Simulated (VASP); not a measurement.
Runs of VASP 6.6.1 on CaO. The structure is that of space group Fm-3m (No. 225), or close to it. The cells are those of the table. 

```csv
task,level,potentials or basis,cell,k mesh for the DOS,occupations for the DOS,gap on the mesh (eV),pressure (GPa)
single point,LDA,"VASP PAW LDA potentials, release 64 (Ca_sv, O)","a = 3.416 Å, angles 60.0°, 2 atoms",-,-,(a),-7.7
single point,PBE,"VASP PAW PBE potentials, release 64 (Ca_sv, O)","a = 3.494 Å, angles 60.0°, 2 atoms",-,-,3.64,-5.8
single point,PBE,"VASP PAW PBE potentials, release 64 (Ca_sv, O)","a = 3.475 Å, angles 60.0°, 2 atoms",-,-,3.64,-4.4
single point,PBE,"VASP PAW PBE potentials, release 64 (Ca_sv, O)","a = 3.461 Å, angles 60.0°, 2 atoms",-,-,3.64,-3.4
single point,PBE,"VASP PAW PBE potentials, release 64 (Ca_sv, O)","a = 3.526 Å, angles 60.0°, 2 atoms",-,-,3.64,(b)
single point,PBE,"VASP PAW PBE potentials, release 64 (Ca_sv, O)","a = 3.399, b = 3.416 Å, angles 59.8, 60.3, 59.8°, 2 atoms",-,-,3.60,1.7
single point,PBE,"VASP PAW PBE potentials, release 64 (Ca_sv, O)","a = 3.437 Å, angles 60.0°, 2 atoms",-,-,3.64,-1.4
single point,PBE,"VASP PAW PBE potentials, release 64 (Ca_sv, O)","a = 3.439 Å, angles 60.0°, 2 atoms",-,-,3.64,-1.5
single point,r2SCAN,"VASP PAW PBE potentials, release 64 (Ca_sv, O)","a = 3.416 Å, angles 60.0°, 2 atoms",-,-,4.19,-1.5
single point,PBEsol,"VASP PAW PBE potentials, release 64 (Ca_sv, O)","a = 3.416 Å, angles 60.0°, 2 atoms",-,-,3.54,-3.7
single point,PBE,"VASP PAW PBE potentials, release 64 (Ca_sv, O)","a = 3.352 Å, angles 60.0°, 2 atoms",-,-,3.62,7.5
```

Alike in all rows: no spin polarisation; k mesh 12 × 12 × 12; cutoff (eV) 520; smearing gaussian 0.05 eV.

Q: Fill in the values left out.

A: (a) 3.47; (b) -7.8.

Caveats: the PAW data sets were made with another functional, which shifts forces and pressure a little (some runs).

A k mesh can miss the band edges.
